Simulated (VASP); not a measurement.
# CeSiPt3 (P4mm) in VASP: relaxation of shape and atoms at fixed volume with PBE+U

Aim: the relaxation of shape and atoms at fixed volume of CeSiPt3 with PBE+U.

All numbers are computed with VASP 6.6.1; they aren't measurements. Logs are shortened: lines on timing, memory, paths and dates and some standing lists are left out, and cuts for length are marked.

**1. The cell of the first run**

The structure is tetragonal, space group P4mm (No. 99). The conventional cell has a = 4.053 Å, b = 4.053 Å, c = 5.433 Å, α = 90.00°, β = 90.00°, γ = 90.00°. Ce (site symmetry 4mm) has 12 Pt at 2.99 to 3.41 Å and 4 Si at 3.21 Å and 4 Ce at 4.05 Å within 4.1 Å. Pt (site symmetry 2mm) has 2 Si at 2.38 Å and 6 Pt at 2.78 to 2.87 Å within 3.1 Å. Within 3.0 Å of Pt (site symmetry 4mm) lie 1 Si at 2.28 Å and 4 Pt at 2.78 Å and 4 Ce at 2.99 Å. Si (site symmetry 4mm) has 5 Pt at 2.28 to 2.38 Å within 3.0 Å.

**2. Relaxation of shape and atoms at fixed volume, PBE+U, collinear spin, ferromagnetic start (17.85 Å³/atom)**

INCAR reads:

```
ALGO = Normal ; EDIFF = 1E-7
EDIFFG = -0.01 ; ENCUT = 500
GGA = PE ; GGA_COMPAT = False
IBRION = 2 ; ISIF = 4
ISMEAR = 0 ; ISPIN = 2
LASPH = True ; LCHARG = False
LDAU = True ; LDAUJ = 0 0 0
LDAUL = 3 -1 -1 ; LDAUPRINT = 1
LDAUTYPE = 2 ; LDAUU = 5 0 0
LMAXMIX = 6 ; LORBIT = 11
LREAL = False ; LWAVE = False
MAGMOM = 1.08 0 0 0 0 ; NELM = 200
NELMIN = 4 ; NSW = 60
PREC = Accurate ; SIGMA = 0.05
```

KPOINTS reads:

```
k-points
0
Gamma
  6 6 6
```

POSCAR reads:

```
CeSiPt3
1.0
    4.0533325746      0.0000000000      0.0000000000
    0.0000000000      4.0533325746      0.0000000000
    0.0000000000      0.0000000000      5.4331524731
Ce Pt Si
1 3 1
Direct
    0.5000000000      0.5000000000      0.7401994538
    0.5000000000      0.0000000000      0.2346890228
    0.0000000000      0.5000000000      0.2346890228
    0.0000000000      0.0000000000      0.5855951861
    0.0000000000      0.0000000000      0.0052273044
```

Potentials or basis: VASP PAW PBE potentials, release 64 (Ce, Pt, Si).

On the command line:

```sh
$ cat potpaw_PBE.64/Ce/POTCAR potpaw_PBE.64/Pt/POTCAR potpaw_PBE.64/Si/POTCAR > POTCAR
$ mpirun -np 1 vasp_std > vasp.out
```

OUTCAR:

```text
EDIFF = 1E-7
   EDIFFG = -0.01
   ENCUT = 500
   GGA = PE
   IBRION = 2
   ISIF = 4
   ISMEAR = 0
   ISPIN = 2
   LASPH = True
   LORBIT = 11
   LREAL = False
   NELM = 200
   NELMIN = 4
   NSW = 60
   PREC = Accurate

 ion  position               nearest neighbor table
   1  0.500  0.500  0.740-   4 2.99   4 2.99   4 2.99   4 2.99
   2  0.500  0.000  0.235-   5 2.38   5 2.38   4 2.78   4 2.78   3 2.87   3 2.87   3 2.87   3 2.87

   3  0.000  0.500  0.235-   5 2.38   5 2.38   4 2.78   4 2.78   2 2.87   2 2.87   2 2.87   2 2.87

   4  0.000  0.000  0.586-   5 2.28   3 2.78   2 2.78   3 2.78   2 2.78   1 2.99   1 2.99   1 2.99
                             1 2.99   5 3.15
   5  0.000  0.000  0.005-   4 2.28   3 2.38   2 2.38   3 2.38   2 2.38   4 3.15

  LATTYP: Found a simple tetragonal cell.
 ALAT       =     4.0533325746
 C/A-ratio  =     1.3404161571

  Lattice vectors:

 A1 = (   4.0533325746,   0.0000000000,   0.0000000000)
 A2 = (   0.0000000000,   4.0533325746,   0.0000000000)
 A3 = (   0.0000000000,   0.0000000000,   5.4331524731)

Analysis of symmetry for initial positions (statically):
=====================================================================
 Subroutine PRICEL returns:
 Original cell was already a primitive cell.

 Routine SETGRP: Setting up the symmetry group for a
 simple tetragonal supercell.

 Subroutine GETGRP returns: Found  8 space group operations
 (whereof  8 operations were pure point group operations)
 out of a pool of 16 trial point group operations.

The static configuration has the point symmetry C_4v.

Analysis of symmetry for dynamics (positions and initial velocities):
=====================================================================
 Subroutine PRICEL returns:
 Original cell was already a primitive cell.

 Routine SETGRP: Setting up the symmetry group for a
 simple tetragonal supercell.

 Subroutine GETGRP returns: Found  8 space group operations
 (whereof  8 operations were pure point group operations)
 out of a pool of 16 trial point group operations.

The dynamic configuration has the point symmetry C_4v.

Analysis of structural, dynamic, and magnetic symmetry:
=====================================================================
 Subroutine PRICEL returns:
 Original cell was already a primitive cell.

 Routine SETGRP: Setting up the symmetry group for a
 simple tetragonal supercell.

 Subroutine GETGRP returns: Found  8 space group operations
 (whereof  8 operations were pure point group operations)
 out of a pool of 16 trial point group operations.

The overall configuration has the point symmetry C_4v.

 Subroutine INISYM returns: Found  8 space group operations
[... 131 lines left out ...]
   J (eV)           for each species LDAUJ =   0.0  0.0  0.0
   GGA     = PE    functional components
   LHFCALC =     F    Hartree Fock is set to
   AEXX    =    0.0000 exact exchange contribution
   IVDW    =     0    specifies the selected vdW correction
   LEPSILON=     F    determine dielectric tensor
   LRPA    =     F    only Hartree local field effects (RPA)
 conjugate gradient relaxation of ions
 spin polarized calculation
 Gauss-broadening in eV      SIGMA  =   0.05
  energy-cutoff  :      500.00
  volume of cell :       89.26
 maximum number of plane-waves:      2292
 NGX is ok and might be reduce to    30
   NGX = 15   NGY = 15   NGZ = 19

--------------------------------------- Ionic step        1  -------------------------------------------

 number of electron      45.9999993 magnetization      -0.0001140

 number of electron      45.9999993 magnetization       0.0000410

 Free energy of the ion-electron system (eV)
  ---------------------------------------------------
  ext. energy  EPLUGINS =         0.00000000
  ---------------------------------------------------
  free energy    TOTEN  =       -32.86879336 eV

  energy without entropy =      -32.86372430  energy(sigma->0) =      -32.86625883

------------------------ aborting loop because EDIFF is reached ----------------------------------------

  FORCE on cell =-STRESS in cart. coord.  units (eV):
  Direction    XX          YY          ZZ          XY          YZ          ZX
  --------------------------------------------------------------------------------------
  -------------------------------------------------------------------------------------
  Total        2.1833056      2.1833056      3.7746111      0.0000000      0.0000000      0.0000000
  in kB       39.1876074     39.1876074     67.7495509      0.0000000      0.0000000      0.0000000
  external PRESSURE =      48.7082552 kB  Pullay stress =       0.0000000 kB
[... 311 lines left out ...]
--------------------------------------- Ionic step        9  -------------------------------------------

 number of electron      45.9999998 magnetization      -0.0000168

atom =   1  type =  1  l = 3

 onsite density matrix

spin component  1

  0.0680  0.0000 -0.0531 -0.0000 -0.0000  0.0000 -0.0000
  0.0000  0.0173  0.0000  0.0000 -0.0000  0.0000  0.0000
 -0.0531  0.0000  0.0880 -0.0000 -0.0000  0.0000 -0.0000
 -0.0000  0.0000 -0.0000  0.0177  0.0000  0.0000 -0.0000
 -0.0000 -0.0000 -0.0000  0.0000  0.0880 -0.0000  0.0531
  0.0000  0.0000  0.0000  0.0000 -0.0000  0.0276 -0.0000
 -0.0000  0.0000 -0.0000 -0.0000  0.0531 -0.0000  0.0680

spin component  2

  0.0680  0.0000 -0.0530 -0.0000 -0.0000  0.0000  0.0000
  0.0000  0.0173 -0.0000  0.0000 -0.0000  0.0000  0.0000
 -0.0530 -0.0000  0.0880 -0.0000  0.0000  0.0000 -0.0000
 -0.0000  0.0000 -0.0000  0.0177  0.0000  0.0000 -0.0000
 -0.0000 -0.0000  0.0000  0.0000  0.0880  0.0000  0.0530
  0.0000  0.0000  0.0000  0.0000  0.0000  0.0276 -0.0000
  0.0000  0.0000 -0.0000 -0.0000  0.0530 -0.0000  0.0680

 occupancies and eigenvectors

  o =  0.0173  v =  0.0000 -1.0000  0.0000  0.0000 -0.0000  0.0000 -0.0000  0.0000  0.0000  0.0000  0.0000  0.0000  0.0000  0.0000      0.0000  0.0000  0.0000  0.0000  0.0000  0.0000  0.0000  0.0000  0.0000  0.0000  0.0000  0.0000  0.0000  0.0000
  o =  0.0173  v =  0.0000  0.0000  0.0000  0.0000  0.0000  0.0000  0.0000  0.0000  1.0000 -0.0000  0.0000  0.0000 -0.0000 -0.0000      0.0000  0.0000  0.0000  0.0000  0.0000  0.0000  0.0000  0.0000  0.0000  0.0000  0.0000  0.0000  0.0000  0.0000
  o =  0.0177  v =  0.0000  0.0000  0.0000  1.0000 -0.0000 -0.0000  0.0000  0.0000  0.0000  0.0000  0.0000  0.0000  0.0000  0.0000      0.0000  0.0000  0.0000  0.0000  0.0000  0.0000  0.0000  0.0000  0.0000  0.0000  0.0000  0.0000  0.0000  0.0000
  o =  0.0177  v =  0.0000  0.0000  0.0000  0.0000  0.0000  0.0000  0.0000  0.0000  0.0000  0.0000 -1.0000 -0.0000  0.0000  0.0000      0.0000  0.0000  0.0000  0.0000  0.0000  0.0000  0.0000  0.0000  0.0000  0.0000  0.0000  0.0000  0.0000  0.0000
  o =  0.0240  v = -0.7699 -0.0000 -0.6381  0.0000  0.0003  0.0000 -0.0003  0.0000  0.0000  0.0000  0.0000  0.0000  0.0000  0.0000      0.0000  0.0000  0.0000  0.0000  0.0000  0.0000  0.0000  0.0000  0.0000  0.0000  0.0000  0.0000  0.0000  0.0000
  o =  0.0240  v = -0.0003  0.0000 -0.0003 -0.0000 -0.6381 -0.0000  0.7699  0.0000  0.0000  0.0000  0.0000  0.0000  0.0000  0.0000      0.0000  0.0000  0.0000  0.0000  0.0000  0.0000  0.0000  0.0000  0.0000  0.0000  0.0000  0.0000  0.0000  0.0000
  o =  0.0240  v =  0.0000  0.0000  0.0000  0.0000  0.0000  0.0000  0.0000 -0.7700  0.0000 -0.6380 -0.0000 -0.0000  0.0000  0.0000      0.0000  0.0000  0.0000  0.0000  0.0000  0.0000  0.0000  0.0000  0.0000  0.0000  0.0000  0.0000  0.0000  0.0000
  o =  0.0240  v =  0.0000  0.0000  0.0000  0.0000  0.0000  0.0000  0.0000  0.0000 -0.0000 -0.0000 -0.0000  0.6380  0.0000 -0.7700      0.0000  0.0000  0.0000  0.0000  0.0000  0.0000  0.0000  0.0000  0.0000  0.0000  0.0000  0.0000  0.0000  0.0000
  o =  0.0276  v = -0.0000 -0.0000 -0.0000 -0.0000  0.0000 -1.0000 -0.0000  0.0000  0.0000  0.0000  0.0000  0.0000  0.0000  0.0000      0.0000  0.0000  0.0000  0.0000  0.0000  0.0000  0.0000  0.0000  0.0000  0.0000  0.0000  0.0000  0.0000  0.0000
  o =  0.0276  v =  0.0000  0.0000  0.0000  0.0000  0.0000  0.0000  0.0000  0.0000 -0.0000 -0.0000 -0.0000  0.0000 -1.0000 -0.0000      0.0000  0.0000  0.0000  0.0000  0.0000  0.0000  0.0000  0.0000  0.0000  0.0000  0.0000  0.0000  0.0000  0.0000
  o =  0.1320  v =  0.0000  0.0000  0.0000  0.0000  0.0000  0.0000  0.0000  0.0000  0.0000  0.0000  0.0000 -0.7700  0.0000 -0.6380      0.0000  0.0000  0.0000  0.0000  0.0000  0.0000  0.0000  0.0000  0.0000  0.0000  0.0000  0.0000  0.0000  0.0000
  o =  0.1320  v =  0.0000  0.0000  0.0000  0.0000  0.0000  0.0000  0.0000 -0.6380  0.0000  0.7700  0.0000  0.0000 -0.0000 -0.0000      0.0000  0.0000  0.0000  0.0000  0.0000  0.0000  0.0000  0.0000  0.0000  0.0000  0.0000  0.0000  0.0000  0.0000
  o =  0.1320  v =  0.0000  0.0000  0.0000  0.0000 -0.7699 -0.0000 -0.6381  0.0000  0.0000  0.0000  0.0000  0.0000  0.0000  0.0000      0.0000  0.0000  0.0000  0.0000  0.0000  0.0000  0.0000  0.0000  0.0000  0.0000  0.0000  0.0000  0.0000  0.0000
  o =  0.1320  v =  0.6381 -0.0000 -0.7699  0.0000 -0.0000  0.0000  0.0000  0.0000  0.0000  0.0000  0.0000  0.0000  0.0000  0.0000      0.0000  0.0000  0.0000  0.0000  0.0000  0.0000  0.0000  0.0000  0.0000  0.0000  0.0000  0.0000  0.0000  0.0000

 number of electron      45.9999998 magnetization       0.0000379

 Free energy of the ion-electron system (eV)
  ---------------------------------------------------
  ext. energy  EPLUGINS =         0.00000000
  ---------------------------------------------------
  free energy    TOTEN  =       -32.88264499 eV

  energy without entropy =      -32.87838436  energy(sigma->0) =      -32.88051467

 E-fermi :  10.1983     XC(G=0): -12.1690

 val. band max:       10.1620361030   @ k =   0.1667   0.0000   0.5000
 cond. band min:      10.2049586642   @ k =   0.1667   0.1667   0.1667
 fundamental gap:      0.0429225612
 Fermi energy:        10.1982831303

 spin component 1

 k-point     1 :       0.0000    0.0000    0.0000
  band No.  band energies     occupation
      1     -25.5507      1.00000
      2      -8.1465      1.00000
      3      -8.0247      1.00000
      4      -8.0247      1.00000
      5      -0.9860      1.00000
      6       3.6454      1.00000
[... 1515 lines left out ...]
  FREE ENERGIE OF THE ION-ELECTRON SYSTEM (eV)
  ---------------------------------------------------
  free  energy   TOTEN  =       -32.8826449873 eV

  energy  without entropy=      -32.8783843595  energy(sigma->0) =      -32.88051467

 reached required accuracy - stopping structural energy minimisation

 total charge

# of ion       s       p       d       f       tot
--------------------------------------------------
    1        2.029   5.736   0.950   0.745   9.460
    2        0.693   0.642   8.085   0.000   9.420
    3        0.693   0.642   8.085   0.000   9.420
    4        0.813   0.624   8.128   0.000   9.565
    5        0.743   0.916   0.000   0.000   1.659
--------------------------------------------------
tot          4.972   8.560  25.247   0.745  39.524

 magnetization (x)

# of ion       s       p       d       f       tot
--------------------------------------------------
    1        0.000  -0.000   0.000   0.000   0.000
    2       -0.000   0.000  -0.000   0.000  -0.000
    3       -0.000   0.000  -0.000   0.000  -0.000
    4       -0.000  -0.000  -0.000   0.000  -0.000
    5        0.000  -0.000   0.000   0.000  -0.000
--------------------------------------------------
tot          0.000  -0.000  -0.000   0.000   0.000
```

Wall time 47 min (1 thread of Intel Xeon 8259CL, shared host); peak memory 0.35 GiB.

Results:

| Item | Value |
| --- | --- |
| Free energy | -32.8826 eV |
| Energy gained by relaxing | 2.8 meV/atom |
| Ionic steps | 9 |
| Pressure after relaxing | 4.7 GPa |
| Largest force after relaxing | 0.006 eV/Å |
| Band gap on the k mesh | zero (filled and empty bands overlap) |
| Net moment | 0.00 μB per cell |
| Valence electrons inside the program's atomic spheres | Ce 9.46; Pt 9.42, 9.56 (each value once); Si 1.66 |

Forces in eV/Å, atoms in the order of the input:
```
Ce   0.000  0.000  0.001
Pt   0.000  0.000 -0.005
Pt   0.000  0.000 -0.005
Pt   0.000  0.000  0.006
Si   0.000  0.000  0.002
```

The path:
```tsv
step	energy change (eV)	largest force (eV/Å)	pressure (GPa)	volume (Å³)
1	0.0000	0.1587	4.87	89.26
2	-0.0120	0.1239	4.63	89.26
3	-0.0124	0.1447	4.59	89.26
4	-0.0130	0.1115	4.57	89.26
5	-0.0132	0.0626	4.57	89.26
6	-0.0134	0.0488	4.60	89.26
7	-0.0138	0.0173	4.67	89.26
8	-0.0138	0.0181	4.68	89.26
9	-0.0139	0.0065	4.66	89.26
```

Final structure:
```yaml
crystal:
  lattice:
    - [4.02939, 0.00000, 0.00000]
    - [0.00000, 4.02939, 0.00000]
    - [0.00000, 0.00000, 5.49791]
  atoms:
    - { symbol: Ce, position: [0.50000, 0.50000, 0.73513] }
    - { symbol: Pt, position: [0.50000, 0.00000, 0.23713] }
    - { symbol: Pt, position: [0.00000, 0.50000, 0.23713] }
    - { symbol: Pt, position: [0.00000, 0.00000, 0.58720] }
    - { symbol: Si, position: [0.00000, 0.00000, 0.00380] }
```

Levels at points of the mesh, in eV from the Fermi level:
Spin up:
```csv
k point,band 20,band 21,band 22,band 23,band 24,band 25,band 26,band 27
"(0.00, 0.00, 0.00)",-1.75,-1.55,-0.25,-0.09,-0.09,0.40,0.40,0.48
"(0.50, 0.00, 0.00)",-2.44,-2.30,-1.37,0.09,0.31,0.33,0.42,0.78
"(0.50, 0.50, 0.00)",-1.90,-1.87,-1.14,-0.54,-0.54,0.41,0.41,0.76
"(0.00, 0.00, 0.50)",-1.66,-0.25,-0.24,0.17,0.17,0.70,0.78,0.78
"(0.50, 0.00, 0.50)",-2.57,-2.46,-1.80,-1.34,0.30,0.41,0.77,0.78
"(0.50, 0.50, 0.50)",-1.89,-1.76,-0.55,-0.55,0.08,0.40,0.40,0.68
```
Spin down:
```
           k point  band 20  band 21  band 22  band 23  band 24  band 25  band 26  band 27
(0.00, 0.00, 0.00)    -1.75    -1.55    -0.25    -0.09    -0.09     0.40     0.40     0.48
(0.50, 0.00, 0.00)    -2.44    -2.30    -1.37     0.09     0.31     0.33     0.42     0.78
(0.50, 0.50, 0.00)    -1.90    -1.87    -1.14    -0.54    -0.54     0.41     0.41     0.76
(0.00, 0.00, 0.50)    -1.66    -0.25    -0.24     0.17     0.17     0.70     0.78     0.78
(0.50, 0.00, 0.50)    -2.57    -2.46    -1.80    -1.34     0.30     0.41     0.77     0.78
(0.50, 0.50, 0.50)    -1.89    -1.76    -0.55    -0.55     0.08     0.41     0.41     0.68
```

Eigenvalues of the final occupation matrices:
| site | spin | trace | eigenvalues |
| --- | --- | --- | --- |
| site 1 f | 1 | 0.37 | 0.02 0.02 0.02 0.02 0.03 0.13 0.13 |
| site 1 f | 2 | 0.37 | 0.02 0.02 0.02 0.02 0.03 0.13 0.13 |

Caveat: the magnetic or orbital state may not be the lowest; spin-orbit coupling is left out, which moves the levels of the heavy elements.
